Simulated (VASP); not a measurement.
# Ir (Fm-3m) in VASP: further runs

The runs below take Ir through single point, with r2SCAN.

All numbers are computed with VASP 6.6.1; they aren't measurements. Logs are shortened: lines on timing, memory, paths and dates and some standing lists are left out, and cuts for length are marked.

**1. The cell of the first run**

The structure is cubic, space group Fm-3m (No. 225). The conventional cell has a = 3.844 Å, b = 3.844 Å, c = 3.844 Å, α = 90.00°, β = 90.00°, γ = 90.00°. Within 3.6 Å of Ir (site symmetry m-3m) lie 12 Ir at 2.72 Å.

**2. Single point, r2SCAN**

POSCAR

```
Ir
1.0
    0.0000000000      1.9220797793      1.9220797793
    1.9220797793      0.0000000000      1.9220797793
    1.9220797793      1.9220797793      0.0000000000
Ir
1
Direct
    0.0000000000      0.0000000000      0.0000000000
```

INCAR.step1

```
SYSTEM = Ir
ALGO = Normal
EDIFF = 1E-4
ENCUT = 520
GGA = PE
ISMEAR = 0
LASPH = .True.
LCHARG = .False.
LREAL = .False.
LWAVE = .True.
NBANDS = 10
NELM = 60
PREC = Accurate
SIGMA = 0.1
```

INCAR.step2

```
SYSTEM = Ir
ALGO = Normal
EDIFF = 1E-6
ENCUT = 520
ISIF = 2
ISMEAR = 0
ISTART = 1
LASPH = .True.
LCHARG = .True.
LELF = .True.
LMIXTAU = .True.
LREAL = .False.
LVHAR = .True.
LWAVE = .False.
METAGGA = R2SCAN
NBANDS = 10
NELM = 60
PREC = Accurate
SIGMA = 0.1
```

KPOINTS

```
k-points
0
Gamma
  18 18 18
  0 0 0
```

Potentials or basis: VASP PAW PBE potentials, release 64 (Ir).

Command:

```bash
> cat potpaw_PBE.64/Ir/POTCAR > POTCAR
> cp INCAR.step1 INCAR
> mpirun -np 1 vasp_std > vasp.out
> cp INCAR.step2 INCAR
> mpirun -np 1 vasp_std > vasp.out
```

OUTCAR:

```text
SYSTEM = Ir
   EDIFF = 1E-6
   ENCUT = 520
   ISIF = 2
   ISMEAR = 0
   ISTART = 1
   LASPH = .True.
   LREAL = .False.
   METAGGA = R2SCAN
   NELM = 60
   PREC = Accurate

 ion  position               nearest neighbor table
   1  0.000  0.000  0.000-

  LATTYP: Found a face centered cubic cell.
 ALAT       =     3.8441595586

  Lattice vectors:

 A1 = (   0.0000000000,   1.9220797793,   1.9220797793)
 A2 = (   1.9220797793,   0.0000000000,   1.9220797793)
 A3 = (   1.9220797793,   1.9220797793,   0.0000000000)

Analysis of symmetry for initial positions (statically):
=====================================================================
 Subroutine PRICEL returns:
 Original cell was already a primitive cell.

 Routine SETGRP: Setting up the symmetry group for a
 face centered cubic supercell.

 Subroutine GETGRP returns: Found 48 space group operations
 (whereof 48 operations were pure point group operations)
 out of a pool of 48 trial point group operations.

The static configuration has the point symmetry O_h .

Analysis of symmetry for dynamics (positions and initial velocities):
=====================================================================
 Subroutine PRICEL returns:
 Original cell was already a primitive cell.

 Routine SETGRP: Setting up the symmetry group for a
 face centered cubic supercell.

 Subroutine GETGRP returns: Found 48 space group operations
 (whereof 48 operations were pure point group operations)
 out of a pool of 48 trial point group operations.

The dynamic configuration has the point symmetry O_h .

 Subroutine INISYM returns: Found 48 space group operations
 (whereof 48 operations are pure point group operations),
 and found     1 'primitive' translations

----------------------------------------------------------------------------------------

                                     Primitive cell

  volume of cell :      14.2018

  direct lattice vectors                    reciprocal lattice vectors
     0.000000000  1.922079779  1.922079779    -0.260134884  0.260134884  0.260134884
     1.922079779  0.000000000  1.922079779     0.260134884 -0.260134884  0.260134884
     1.922079779  1.922079779  0.000000000     0.260134884  0.260134884 -0.260134884

  length of vectors
     2.718231292  2.718231292  2.718231292     0.450566836  0.450566836  0.450566836

  position of ions in fractional coordinates (direct lattice)
     0.000000000  0.000000000  0.000000000

  ion indices of the primitive-cell ions
   primitive index   ion index
                 1           1
[... 77 lines left out ...]
   NFREE  =      0    steps in history (QN), initial steepest desc. (CG)
   ISIF   =      2    stress and relaxation
   ISYM   =      2    0-nonsym 1-usesym 2-fastsym
   POTIM  = 0.5000    time-step for ionic-motion
   TEBEG  =    0.0;   TEEND  =   0.0 temperature during run
   PSTRESS=    0.0 pullay stress
   NELECT =       9.0000    total number of electrons
   NUPDOWN=      -1.0000    fix difference up-down
   EMIN   =  10.00;   EMAX   =-10.00  energy-range for DOS
   EFERMI =   0.00;   METHOD = LEGACY
   ISMEAR =     0;   SIGMA  =   0.10  broadening in eV -4-tet -1-fermi 0-gaus
   EFERMI_NEDOS =   21; number of points for ismear=-14 and -15
   IALGO  =     38    algorithm
   IMIX   =      4    mixing-type and parameters
     AMIX     =   0.40;   BMIX     =  1.00
     AMIX_MAG =   1.60;   BMIX_MAG =  1.00
  volume/ion in A,a.u.               =      14.20        95.84
  Fermi-wavevector in a.u.,A,eV,Ry     =   1.406180  2.657295 26.903375  1.977342
  Thomas-Fermi vector in A             =   2.528566
   LORBIT       =      0    0 simple, 1 ext, 2 COOP (PROOUT), +10 PAW based schemes
   METAGGA = R2SCAN    functional components
   LHFCALC =     F    Hartree Fock is set to
   AEXX    =    0.0000 exact exchange contribution
   IVDW    =     0    specifies the selected vdW correction
   LEPSILON=     F    determine dielectric tensor
   LRPA    =     F    only Hartree local field effects (RPA)
 non-spin polarized calculation
 Gauss-broadening in eV      SIGMA  =   0.10
  energy-cutoff  :      520.00
  volume of cell :       14.20
 maximum number of plane-waves:       392
   NGX = 11   NGY = 11   NGZ = 11

 number of electron       9.0000000 magnetization

 Free energy of the ion-electron system (eV)
  ---------------------------------------------------
  ext. energy  EPLUGINS =         0.00000000
  ---------------------------------------------------
  free energy    TOTEN  =       -52.36970050 eV

  energy without entropy =      -52.36472710  energy(sigma->0) =      -52.36721380

 E-fermi :  10.1552     XC(G=0): -15.3014

 val. band max:       10.1440760083   @ k =   0.3333   0.1111   0.0556
 cond. band min:      10.1577544868   @ k =   0.5000   0.2222   0.1111
 fundamental gap:      0.0136784785
 Fermi energy:        10.1552408032

 k-point     1 :       0.0000    0.0000    0.0000
  band No.  band energies     occupation
      1      -1.3766      2.00000
      2       6.1336      2.00000
      3       6.1336      2.00000
      4       6.1336      2.00000
      5       8.8282      2.00000
      6       8.8282      2.00000
      7      25.2197      0.00000
      8      31.0607      0.00000
      9      31.0607      0.00000
     10      31.0607      0.00000
[... 287 lines left out ...]
 k-point    24 :      -0.2222    0.0556    0.0000
  band No.  band energies     occupation
      1       0.9241      2.00000
      2       5.4389      2.00000
      3       6.5845      2.00000
      4       6.6803      2.00000
      5       8.5606      2.00000
      6       9.4477      2.00000
      7      25.1018      0.00000
      8      27.8590      0.00000
      9      33.1874      0.00000
     10      34.5727      0.00000

 [... further k-points ...]

------------------------ aborting loop because EDIFF is reached ----------------------------------------

  FORCE on cell =-STRESS in cart. coord.  units (eV):
  Direction    XX          YY          ZZ          XY          YZ          ZX
  --------------------------------------------------------------------------------------
  -------------------------------------------------------------------------------------
  Total        0.2206299      0.2206299      0.2206299     -0.0000000      0.0000000     -0.0000000
  in kB       24.8903284     24.8903284     24.8903284     -0.0000000      0.0000000     -0.0000000
  external PRESSURE =      24.8903284 kB  Pullay stress =       0.0000000 kB

 VOLUME and BASIS-vectors are now :
 -----------------------------------------------------------------------------
  energy-cutoff  :      520.00
  volume of cell :       14.20
      direct lattice vectors                 reciprocal lattice vectors
     0.000000000  1.922079779  1.922079779    -0.260134884  0.260134884  0.260134884
     1.922079779  0.000000000  1.922079779     0.260134884 -0.260134884  0.260134884
     1.922079779  1.922079779  0.000000000     0.260134884  0.260134884 -0.260134884

 POSITION                                       TOTAL-FORCE (eV/Angst)
 -----------------------------------------------------------------------------------
      0.00000      0.00000      0.00000         0.000000     -0.000000     -0.000000
 -----------------------------------------------------------------------------------
    total drift:                                0.000000      0.000000      0.000000

  FREE ENERGIE OF THE ION-ELECTRON SYSTEM (eV)
  ---------------------------------------------------
  free  energy   TOTEN  =       -52.3697005031 eV

  energy  without entropy=      -52.3647271019  energy(sigma->0) =      -52.36721380
```

OUTCAR.step1:

```text
SYSTEM = Ir
   EDIFF = 1E-4
   ENCUT = 520
   GGA = PE
   ISMEAR = 0
   LASPH = .True.
[... 529 lines left out ...]
 -----------------------------------------------------------------------------------
      0.00000      0.00000      0.00000         0.000000     -0.000000     -0.000000
 -----------------------------------------------------------------------------------
    total drift:                                0.000000     -0.000000     -0.000000

  FREE ENERGIE OF THE ION-ELECTRON SYSTEM (eV)
  ---------------------------------------------------
  free  energy   TOTEN  =        -8.8458163887 eV

  energy  without entropy=       -8.8406699621  energy(sigma->0) =       -8.84324318
```

OSZICAR.step1:

```text
N       E                     dE             d eps       ncg     rms          rms(c)
DAV:   1     0.475863594394E+02    0.47586E+02   -0.43545E+03  3932   0.816E+02
DAV:   2    -0.850863342707E+01   -0.56095E+02   -0.53362E+02  3992   0.196E+02
DAV:   3    -0.939280651419E+01   -0.88417E+00   -0.88121E+00  4534   0.299E+01
DAV:   4    -0.940092892144E+01   -0.81224E-02   -0.81210E-02  4398   0.264E+00
DAV:   5    -0.940109030572E+01   -0.16138E-03   -0.16138E-03  4514   0.355E-01    0.151E+01
DAV:   6    -0.893788881436E+01    0.46320E+00   -0.80713E-01  4354   0.110E+01    0.620E+00
DAV:   7    -0.885192488293E+01    0.85964E-01   -0.25906E-01  4654   0.575E+00    0.148E+00
DAV:   8    -0.884804809639E+01    0.38768E-02   -0.22407E-03  4252   0.518E-01    0.855E-01
DAV:   9    -0.884580982980E+01    0.22383E-02   -0.15390E-03  4436   0.546E-01    0.129E-02
DAV:  10    -0.884581638870E+01   -0.65589E-05   -0.76437E-06  2102   0.257E-02
   1 F= -.88458164E+01 E0= -.88432432E+01  d E =-.514643E-02
```

Run time: 80 s. Hardware: 1 thread of Intel Xeon Platinum 8259CL at 2.50GHz (Skylake/Cascade Lake), shared host; peak memory 0.15 GiB.

What came out:

```yaml
Free_energy: -52.3697 eV
Pressure: 2.5 GPa
```

Caveat: the PAW data sets were made with another functional, which shifts forces and pressure a little; spin-orbit coupling is left out, which moves the levels of the heavy elements.

**3. Single point, r2SCAN**

This run uses another cell than the first one, of 14.06 Å³/atom, 0.990 times its volume.

POSCAR

```
Ir
1.0
    0.0000000000      1.9156000000      1.9156000000
    1.9156000000      0.0000000000      1.9156000000
    1.9156000000      1.9156000000      0.0000000000
Ir
1
Direct
    0.0000000000      0.0000000000      0.0000000000
```

INCAR.step1

```
PREC     = Accurate       # precision mode
ENCUT    = 520            # plane-wave cutoff, eV
ISMEAR   = 0              # smearing method
SIGMA    = 0.1            # smearing width, eV
LREAL    = F              # projectors in reciprocal space
LASPH    = T              # aspherical terms in the spheres
NELM     = 100            # most SCF steps
NBANDS   = 10             # bands
GGA      = PE             # functional
ALGO     = Normal         # electronic algorithm
EDIFF    = 1E-4           # SCF threshold, eV
LWAVE    = T              # write WAVECAR
LCHARG   = F              # write CHGCAR
```

INCAR.step2

```
PREC     = Accurate       # precision mode
ENCUT    = 520            # plane-wave cutoff, eV
EDIFF    = 1E-6           # SCF threshold, eV
ISMEAR   = 0              # smearing method
SIGMA    = 0.1            # smearing width, eV
LREAL    = F              # projectors in reciprocal space
LASPH    = T              # aspherical terms in the spheres
NELM     = 100            # most SCF steps
ALGO     = Normal         # electronic algorithm
ISIF     = 2              # what is computed and relaxed
LWAVE    = F              # write WAVECAR
LCHARG   = F              # write CHGCAR
METAGGA  = R2SCAN         # meta-GGA
LMIXTAU  = T            
NBANDS   = 10             # bands
ISTART   = 1
```

KPOINTS

```
Automatic mesh
0
Gamma
  8 8 8
```

Potentials or basis: VASP PAW PBE potentials, release 64 (Ir).

Command:

```bash
> cat potpaw_PBE.64/Ir/POTCAR > POTCAR
> cp INCAR.step1 INCAR
> mpirun -np 1 vasp_std > vasp.out
> cp INCAR.step2 INCAR
> mpirun -np 1 vasp_std > vasp.out
```

Run time: 18 s. Hardware: 1 thread of Intel Xeon Platinum 8259CL at 2.50GHz (Skylake/Cascade Lake), shared host; peak memory 0.13 GiB.

The run converged. Its results:

- Free energy: -52.2928 eV
- Pressure: 8.0 GPa

Levels at points of the mesh, in eV from the Fermi level:
| k point | band 1 | band 2 | band 3 | band 4 | band 5 | band 6 | band 7 | band 8 |
| --- | --- | --- | --- | --- | --- | --- | --- | --- |
| (0.00, 0.00, 0.00) | -11.68 | -4.11 | -4.11 | -4.11 | -1.38 | -1.38 | 14.99 | 20.91 |
| (0.50, 0.00, 0.00) | -8.56 | -4.27 | -4.27 | -0.80 | 0.87 | 0.87 | 7.66 | 14.63 |
| (0.50, 0.50, 0.00) | -8.36 | -7.78 | 0.77 | 1.52 | 1.52 | 1.70 | 11.09 | 12.29 |

Caveat: the PAW data sets were made with another functional, which shifts forces and pressure a little; spin-orbit coupling is left out, which moves the levels of the heavy elements.
